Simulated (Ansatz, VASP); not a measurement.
# Two plane-wave programs on B

```
CELL_PARAMETERS angstrom
2.74165 0.00000 0.00000
-1.37083 2.37434 0.00000
0.00000 0.00000 17.94306
ATOMIC_POSITIONS crystal
B 0.33333 0.66667 0.82798
B 0.00000 0.00000 0.70339
B 0.66667 0.33333 0.32795
B 0.66667 0.33333 0.57840
B 0.00000 0.00000 0.45315
B 0.33333 0.66667 0.07841
B 0.00000 0.00000 0.20310
B 0.66667 0.33333 0.95311
B 0.66667 0.33333 0.04689
B 0.66667 0.33333 0.67205
B 0.33333 0.66667 0.92159
B 0.00000 0.00000 0.29661
B 0.00000 0.00000 0.79690
B 0.00000 0.00000 0.54685
B 0.33333 0.66667 0.17202
B 0.66667 0.33333 0.42160
```

Alike in both runs: task relaxation of cell and atoms; functional PBE; k mesh 6 × 6 × 1; occupations gaussian, width 0.1 eV; no spin polarisation.

|  | VASP | Ansatz |
| --- | --- | --- |
| version | VASP 6.6.1 | Ansatz 0.2.0 |
| potentials or method | VASP PAW PBE potentials, release 64 (B), cutoff 600 eV | scalar-relativistic, plane waves, PAW |
| valence electrons in the cell | 48 | 48 |

|  | VASP | Ansatz | Ansatz less VASP |
| --- | --- | --- | --- |
| gap on the k mesh at the Fermi level, each at its own relaxed structure (eV) | none | none | - |
| relaxed volume (Å³/atom) | 7.01 | 7.73 | +0.718 |
| relaxed cell length with the largest relative difference (Å) | 16.068 | 19.163 | +3.0946 |

A gap of «none» marks a metal or a gap that the smearing closes. One of these differences is far larger than is usual between the two programs; its cause wasn't traced.

The k mesh is coarse, so the values compare programs but aren't converged.
